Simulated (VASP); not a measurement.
# Ca5SiP2 (P4/mmm) in VASP: single point with PBE

Aim: the single point of Ca5SiP2 with PBE.

Everything below comes from runs of VASP 6.6.1. Logs are shortened: lines on timing, memory, paths and dates and some standing lists are left out, and cuts for length are marked.

## (1) The cell of the first run

Symmetry: P4/mmm, No. 123, tetragonal system. The conventional cell has a = 4.914 Å, b = 4.914 Å, c = 11.533 Å, α = 90.00°, β = 90.00°, γ = 90.00°. Ca (site symmetry 2mm) has 1 P at 2.68 Å and 4 Ca at 3.47 Å and 2 Si at 3.63 Å within 3.7 Å. Within 5.2 Å of Ca (site symmetry 4/mmm) lie 12 Ca at 3.95 to 4.91 Å. Within 3.2 Å of Si (site symmetry 4/mmm) lie 4 P at 2.46 Å. P (site symmetry mmm) has 2 Si at 2.46 Å and 2 Ca at 2.68 Å within 3.2 Å.

The cell was built from a structure type or drawn by symmetry, and may not be a known phase.

## (2) Single point, PBE

INCAR

```
SYSTEM = Ca5SiP2
  PREC = Accurate
  ENCUT = 520
  EDIFF = 1E-6
  ISMEAR = 0
  SIGMA = 0.1
  LREAL = .False.
  LASPH = .True.
  NELM = 80
  ALGO = Normal
  ISIF = 2
  LWAVE = .False.
  LCHARG = .False.
  GGA = PE
  NBANDS = 42
```

KPOINTS

```
regular mesh
0
Gamma
  8 8 4
  0 0 0
```

POSCAR

```
Ca5SiP2
1.0
    4.9136440598      0.0000000000      0.0000000000
    0.0000000000      4.9136440598      0.0000000000
    0.0000000000      0.0000000000     11.5329329292
Ca Si P
5 1 2
Direct
    0.0000000000      0.5000000000      0.2320304567
    0.5000000000      0.0000000000      0.2320304567
    0.0000000000      0.5000000000      0.7679695433
    0.5000000000      0.0000000000      0.7679695433
    0.0000000000      0.0000000000      0.5000000000
    0.5000000000      0.5000000000      0.0000000000
    0.0000000000      0.5000000000      0.0000000000
    0.5000000000      0.0000000000      0.0000000000
```

Potentials or basis: VASP PAW PBE potentials, release 64 (Ca_sv, Si, P).

Run with:

```sh
$ cat potpaw_PBE.64/Ca_sv/POTCAR potpaw_PBE.64/Si/POTCAR potpaw_PBE.64/P/POTCAR > POTCAR
$ mpirun -np 1 vasp_std > vasp.out
```

OUTCAR:

```text
SYSTEM = Ca5SiP2
   PREC = Accurate
   ENCUT = 520
   EDIFF = 1E-6
   ISMEAR = 0
   LREAL = .False.
   LASPH = .True.
   NELM = 80
   ISIF = 2
   GGA = PE

 ion  position               nearest neighbor table
   1  0.000  0.500  0.232-   7 2.68
   2  0.500  0.000  0.232-   8 2.68
   3  0.000  0.500  0.768-   7 2.68
   4  0.500  0.000  0.768-   8 2.68
   5  0.000  0.000  0.500-
   6  0.500  0.500  0.000-   7 2.46   8 2.46   8 2.46   7 2.46
   7  0.000  0.500  0.000-   6 2.46   6 2.46   1 2.68   3 2.68
   8  0.500  0.000  0.000-   6 2.46   6 2.46   2 2.68   4 2.68

  LATTYP: Found a simple tetragonal cell.
 ALAT       =     4.9136440598
 C/A-ratio  =     2.3471242094

  Lattice vectors:

 A1 = (   4.9136440598,   0.0000000000,   0.0000000000)
 A2 = (   0.0000000000,   4.9136440598,   0.0000000000)
 A3 = (   0.0000000000,   0.0000000000,  11.5329329292)

Analysis of symmetry for initial positions (statically):
=====================================================================
 Subroutine PRICEL returns:
 Original cell was already a primitive cell.

 Routine SETGRP: Setting up the symmetry group for a
 simple tetragonal supercell.

 Subroutine GETGRP returns: Found 16 space group operations
 (whereof 16 operations were pure point group operations)
 out of a pool of 16 trial point group operations.

The static configuration has the point symmetry D_4h.

Analysis of symmetry for dynamics (positions and initial velocities):
=====================================================================
 Subroutine PRICEL returns:
 Original cell was already a primitive cell.

 Routine SETGRP: Setting up the symmetry group for a
 simple tetragonal supercell.

 Subroutine GETGRP returns: Found 16 space group operations
 (whereof 16 operations were pure point group operations)
 out of a pool of 16 trial point group operations.

The dynamic configuration has the point symmetry D_4h.

 Subroutine INISYM returns: Found 16 space group operations
 (whereof 16 operations are pure point group operations),
 and found     1 'primitive' translations

----------------------------------------------------------------------------------------

                                     Primitive cell

  volume of cell :     278.4500

  direct lattice vectors                    reciprocal lattice vectors
     4.913644060  0.000000000  0.000000000     0.203514945  0.000000000  0.000000000
     0.000000000  4.913644060  0.000000000     0.000000000  0.203514945  0.000000000
     0.000000000  0.000000000 11.532932929     0.000000000  0.000000000  0.086708213

  length of vectors
     4.913644060  4.913644060 11.532932929     0.203514945  0.203514945  0.086708213

  position of ions in fractional coordinates (direct lattice)
     0.000000000  0.500000000  0.232030457
     0.500000000  0.000000000  0.232030457
     0.000000000  0.500000000  0.767969543
     0.500000000  0.000000000  0.767969543
     0.000000000  0.000000000  0.500000000
     0.500000000  0.500000000  0.000000000
     0.000000000  0.500000000  0.000000000
     0.500000000  0.000000000  0.000000000

  ion indices of the primitive-cell ions
   primitive index   ion index
                 1           1
                 2           2
                 3           3
                 4           4
                 5           5
                 6           6
                 7           7
                 8           8

----------------------------------------------------------------------------------------

 KPOINTS: regular mesh

Automatic generation of k-mesh.
 Grid dimensions read from file:
 generate k-points for:    8    8    4

 Generating k-lattice:

  Cartesian coordinates                     Fractional coordinates (reciprocal lattice)
     0.025439368  0.000000000  0.000000000     0.125000000  0.000000000  0.000000000
     0.000000000  0.025439368  0.000000000     0.000000000  0.125000000  0.000000000
     0.000000000  0.000000000  0.021677053     0.000000000  0.000000000  0.250000000

  Length of vectors
     0.025439368  0.025439368  0.021677053

  Shift w.r.t. Gamma in fractional coordinates (k-lattice)
     0.000000000  0.000000000  0.000000000

 Subroutine IBZKPT returns following result:
 ===========================================

 Found     45 irreducible k-points:

 Following reciprocal coordinates:
            Coordinates               Weight
  0.000000  0.000000  0.000000      1.000000
  0.125000  0.000000  0.000000      4.000000
  0.250000  0.000000  0.000000      4.000000
  0.375000  0.000000  0.000000      4.000000
  0.500000  0.000000  0.000000      2.000000
  0.125000  0.125000  0.000000      4.000000
[... 16 lines left out ...]
  0.375000  0.125000  0.250000     16.000000
  0.500000  0.125000  0.250000      8.000000
 [... further k-points ...]
   k-points           NKPTS =     45   k-points in BZ     NKDIM =     45   number of bands    NBANDS=     42
   number of dos      NEDOS =    301   number of ions     NIONS =      8
   total plane-waves  NPLWV = 144000
   dimension x,y,z NGX =    40 NGY =   40 NGZ =   90
   dimension x,y,z NGXF=    80 NGYF=   80 NGZF=  180
   ions per type =               5   1   2
   NGX,Y,Z   is equivalent  to a cutoff of  13.53, 13.53, 12.97 a.u.
   NGXF,Y,Z  is equivalent  to a cutoff of  27.07, 27.07, 25.95 a.u.
 SYSTEM =  Ca5SiP2
   PREC   = accura    normal or accurate (medium, high low for compatibility)
   ISTART =      0    job   : 0-new  1-cont  2-samecut
   ICHARG =      2    charge: 1-file 2-atom 10-const
   ISPIN  =      1    spin polarized calculation?
   LNONCOLLINEAR =      F non collinear calculations
   LSORBIT =      F    spin-orbit coupling
   LASPH  =      T    aspherical Exc in radial PAW
   ENCUT  =  520.0 eV  38.22 Ry    6.18 a.u.   9.14  9.14 21.44*2*pi/ulx,y,z
   NELM   =     80;   NELMIN=  2; NELMDL= -5     # of ELM steps
   EDIFF  = 0.1E-05   stopping-criterion for ELM
   LREAL  =      F    real-space projection
   EDIFFG = 0.1E-04   stopping-criterion for IOM
   NSW    =      0    number of steps for IOM
   IBRION =     -1    ionic relax: 0-MD 1-quasi-New 2-CG
   NFREE  =      0    steps in history (QN), initial steepest desc. (CG)
   ISIF   =      2    stress and relaxation
   ISYM   =      2    0-nonsym 1-usesym 2-fastsym
   POTIM  = 0.5000    time-step for ionic-motion
   TEBEG  =    0.0;   TEEND  =   0.0 temperature during run
   PSTRESS=    0.0 pullay stress
   NELECT =      64.0000    total number of electrons
   NUPDOWN=      -1.0000    fix difference up-down
   EMIN   =  10.00;   EMAX   =-10.00  energy-range for DOS
   EFERMI =   0.00;   METHOD = LEGACY
   ISMEAR =     0;   SIGMA  =   0.10  broadening in eV -4-tet -1-fermi 0-gaus
   EFERMI_NEDOS =   21; number of points for ismear=-14 and -15
   IALGO  =     38    algorithm
   IMIX   =      4    mixing-type and parameters
     AMIX     =   0.40;   BMIX     =  1.00
     AMIX_MAG =   1.60;   BMIX_MAG =  1.00
  volume/ion in A,a.u.               =      34.81       234.88
  Fermi-wavevector in a.u.,A,eV,Ry     =   1.002811  1.895038 13.682426  1.005630
  Thomas-Fermi vector in A             =   2.135322
   LORBIT       =      0    0 simple, 1 ext, 2 COOP (PROOUT), +10 PAW based schemes
   GGA     = PE    functional components
   LHFCALC =     F    Hartree Fock is set to
   AEXX    =    0.0000 exact exchange contribution
   IVDW    =     0    specifies the selected vdW correction
   LEPSILON=     F    determine dielectric tensor
   LRPA    =     F    only Hartree local field effects (RPA)
 non-spin polarized calculation
 Gauss-broadening in eV      SIGMA  =   0.10
  energy-cutoff  :      520.00
  volume of cell :      278.45
 maximum number of plane-waves:      7532
 NGX is ok and might be reduce to    40
   NGX = 19   NGY = 19   NGZ = 43

 number of electron      64.0000011 magnetization

 Free energy of the ion-electron system (eV)
  ---------------------------------------------------
  ext. energy  EPLUGINS =         0.00000000
  ---------------------------------------------------
  free energy    TOTEN  =       -24.39727751 eV

  energy without entropy =      -24.36307144  energy(sigma->0) =      -24.38017447

 E-fermi :   2.4336     XC(G=0):  -7.9318

 val. band max:        2.4293470486   @ k =   0.5000   0.5000   0.2500
 cond. band min:       2.4367944423   @ k =   0.0000   0.0000   0.5000
 fundamental gap:      0.0074473938
 Fermi energy:         2.4336241680

 k-point     1 :       0.0000    0.0000    0.0000
  band No.  band energies     occupation
      1     -40.1819      2.00000
      2     -39.1375      2.00000
      3     -39.1374      2.00000
      4     -39.0957      2.00000
      5     -39.0956      2.00000
      6     -21.1880      2.00000
[... 34 lines left out ...]
     41       4.4419      0.00000
     42       4.4480      0.00000

 k-point     2 :       0.1250    0.0000    0.0000
  band No.  band energies     occupation
      1     -40.1819      2.00000
      2     -39.1358      2.00000
      3     -39.1358      2.00000
      4     -39.0972      2.00000
      5     -39.0971      2.00000
      6     -21.1887      2.00000
[... 34 lines left out ...]
     41       4.4147      0.00000
     42       4.4273      0.00000

 k-point     3 :       0.2500    0.0000    0.0000
  band No.  band energies     occupation
      1     -40.1819      2.00000
      2     -39.1313      2.00000
      3     -39.1312      2.00000
      4     -39.1017      2.00000
      5     -39.1016      2.00000
      6     -21.1905      2.00000
[... 897 lines left out ...]
      4     -39.1090      2.00000
      5     -39.1090      2.00000
      6     -21.1922      2.00000
[... 34 lines left out ...]
     41       4.2819      0.00000
     42       4.4226      0.00000

 k-point    24 :       0.5000    0.1250    0.2500
  band No.  band energies     occupation
      1     -40.1818      2.00000
      2     -39.1164      2.00000
      3     -39.1164      2.00000
      4     -39.1163      2.00000
      5     -39.1163      2.00000
      6     -21.1929      2.00000
[... 34 lines left out ...]
     41       4.2933      0.00000
     42       4.4887      0.00000

 [... further k-points ...]

------------------------ aborting loop because EDIFF is reached ----------------------------------------

  FORCE on cell =-STRESS in cart. coord.  units (eV):
  Direction    XX          YY          ZZ          XY          YZ          ZX
  --------------------------------------------------------------------------------------
  -------------------------------------------------------------------------------------
  Total       -0.0211733     -0.0211733      0.1582474      0.0000000      0.0000000     -0.0000000
  in kB       -0.1218292     -0.1218292      0.9105419      0.0000000      0.0000000     -0.0000000
  external PRESSURE =       0.2222945 kB  Pullay stress =       0.0000000 kB

 VOLUME and BASIS-vectors are now :
 -----------------------------------------------------------------------------
  energy-cutoff  :      520.00
  volume of cell :      278.45
      direct lattice vectors                 reciprocal lattice vectors
     4.913644060  0.000000000  0.000000000     0.203514945  0.000000000  0.000000000
     0.000000000  4.913644060  0.000000000     0.000000000  0.203514945  0.000000000
     0.000000000  0.000000000 11.532932929     0.000000000  0.000000000  0.086708213

 POSITION                                       TOTAL-FORCE (eV/Angst)
 -----------------------------------------------------------------------------------
      0.00000      2.45682      2.67599         0.000000     -0.000000      0.012104
      2.45682      0.00000      2.67599        -0.000000      0.000000      0.012104
      0.00000      2.45682      8.85694         0.000000     -0.000000     -0.012104
      2.45682      0.00000      8.85694         0.000000      0.000000     -0.012104
      0.00000      0.00000      5.76647         0.000000      0.000000      0.000000
      2.45682      2.45682      0.00000         0.000000      0.000000      0.000000
      0.00000      2.45682      0.00000         0.000000      0.000000      0.000000
      2.45682      0.00000      0.00000         0.000000      0.000000      0.000000
 -----------------------------------------------------------------------------------
    total drift:                               -0.000000      0.000000      0.000000

  FREE ENERGIE OF THE ION-ELECTRON SYSTEM (eV)
  ---------------------------------------------------
  free  energy   TOTEN  =       -24.3972775125 eV

  energy  without entropy=      -24.3630714359  energy(sigma->0) =      -24.38017447
```

Wall time 8 min (1 thread of Intel Xeon Platinum 8375C at 2.90GHz (Ice Lake), shared host); peak memory 0.67 GiB.

Results:

| Property | Result |
| --- | --- |
| Free energy | -24.3973 eV |
| Pressure | 0.0 GPa |
| Largest force | 0.012 eV/Å |
| Band gap on the k mesh | zero (bands 32 and 33 overlap by 0.57 eV) |

Forces in eV/Å, atoms in the order of the input:
```
Ca   0.000  0.000  0.012
Ca   0.000  0.000  0.012
Ca   0.000  0.000 -0.012
Ca   0.000  0.000 -0.012
Ca   0.000  0.000  0.000
Si   0.000  0.000  0.000
P    0.000  0.000  0.000
P    0.000  0.000  0.000
```
